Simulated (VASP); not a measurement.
Runs of VASP 6.6.1 on Mg5ZrN2. The structure is that of space group P-6m2 (No. 187), or close to it. The cells are those of the table. 

```tsv
task	cell	k mesh	cutoff (eV)	smearing	gap on the mesh (eV)	pressure (GPa)	largest force (eV/Å)
relaxation of cell and atoms	relaxed from a = 3.200, b = 3.200, c = 13.200 Å, angles 90.0, 90.0, 120.0°, 8 atoms	6 × 6 × 2	600	gaussian 0.2 eV	none	-0.4	0.03
single point	a = 3.174, b = 3.174, c = 15.722 Å, angles 90.0, 90.0, 120.0°, 8 atoms	6 × 6 × 1	600	gaussian 0.1 eV	none	0.1	(a)
single point	a = 3.193, b = 3.193, c = 15.538 Å, angles 90.0, 90.0, 120.0°, 8 atoms	6 × 6 × 2	520	gaussian 0.2 eV	none	-0.1	(b)
single point	a = 3.174, b = 3.174, c = 15.722 Å, angles 90.0, 90.0, 120.0°, 8 atoms	6 × 6 × 2	520	gaussian 0.2 eV	none	0.2	0.08
single point	a = 3.193, b = 3.193, c = 15.538 Å, angles 90.0, 90.0, 120.0°, 8 atoms	12 × 12 × 2	520	gaussian 0.1 eV	none	-0.1	0.02
single point	a = 3.183, b = 3.183, c = 15.723 Å, angles 89.9, 90.1, 120.0°, 8 atoms	6 × 6 × 2	520	gaussian 0.2 eV	none	-0.1	0.02
```

Alike in all rows: level PBE; potentials or basis VASP PAW PBE potentials, release 64 (Mg, Zr_sv, N); no spin polarisation.

Problem. Fill in the values left out.

Solution. (a) 0.11; (b) 0.05.

Caveats: some runs use coarse meshes; the relaxation stopped at a loose force limit of 0.08 eV/Å, so its end isn't a converged minimum (some runs).

A k mesh can miss the band edges, and the runs leave out spin-orbit coupling on Zr.

A gap of «none» marks levels without a gap at the run's occupations.
